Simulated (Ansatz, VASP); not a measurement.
## Al5Cu in VASP and in Ansatz

File INCAR:

```
PREC = Accurate
ENCUT = 520
EDIFF = 1E-6
ISMEAR = 0
SIGMA = 0.1
LREAL = False
LASPH = True
NELM = 80
ALGO = Normal
ISIF = 2
LWAVE = False
LCHARG = False
GGA = PE
NBANDS = 22
```

KPOINTS

```
regular mesh
0
Gamma
  6 6 2
```

File POSCAR:

```
Al5Cu
1.0
    2.7772001600      0.0000000000      0.0000000000
    0.0000000000      2.7772001600      0.0000000000
    0.0000000000      0.0000000000     11.7826624100
Al Cu
5 1
Direct
    0.0000000000      0.0000000000      0.8333333300
    0.5000000000      0.5000000000      0.0000000000
    0.0000000000      0.0000000000      0.1666666700
    0.5000000000      0.5000000000      0.3333333300
    0.5000000000      0.5000000000      0.6666666700
    0.0000000000      0.0000000000      0.5000000000
```

Input for Ansatz:

```yaml
crystal:
  lattice:
    - [2.77720016, 0.0, 0.0]
    - [0.0, 2.77720016, 0.0]
    - [0.0, 0.0, 11.78266241]
  atoms:
    - { symbol: Al, position: [0.0, 0.0, 0.83333333] }
    - { symbol: Al, position: [0.5, 0.5, 0.0] }
    - { symbol: Al, position: [0.0, 0.0, 0.16666667] }
    - { symbol: Al, position: [0.5, 0.5, 0.33333333] }
    - { symbol: Al, position: [0.5, 0.5, 0.66666667] }
    - { symbol: Cu, position: [0.0, 0.0, 0.5] }
basis:
  ecutwfc: 420
kpoints:
  mp_grid: { grid: [6, 6, 2] }
hamiltonian:
  xc: pbe
scf:
  occupations: { method: gaussian, width: 0.1 }
  lower_state_search: "off"
output:
  forces: true
  stress: true
  eigenvalues: true
```

Alike in both runs: task single point; functional PBE; k mesh 6 × 6 × 2; occupations gaussian, width 0.1 eV; no spin polarisation.

|  | VASP | Ansatz |
| --- | --- | --- |
| version | VASP 6.6.1 | Ansatz 0.2.0 |
| potentials or method | VASP PAW PBE potentials, release 64 (Al, Cu), cutoff 520 eV | scalar-relativistic, plane waves, PAW |
| valence electrons in the cell | 26 | 34 |

```tsv
	VASP	Ansatz	Ansatz less VASP
gap on the k mesh at the Fermi level (eV)	none	none	-
pressure (GPa)	2.8	2.7	-0.08
traceless stress, the component that is largest in VASP (GPa)	-1.61	-1.63	-0.018
rms of the force components (eV/Å)	0.258	0.264	+0.0065
```

Atom by atom the forces differ by 0.007 eV/Å (rms over components). A gap of «none» marks a metal or a gap that the smearing closes. VASP's potentials hold 26 valence electrons a cell and Ansatz's 34, so a difference there can come from the potentials and not from the codes.

The k mesh is coarse, so the values compare programs but aren't converged.
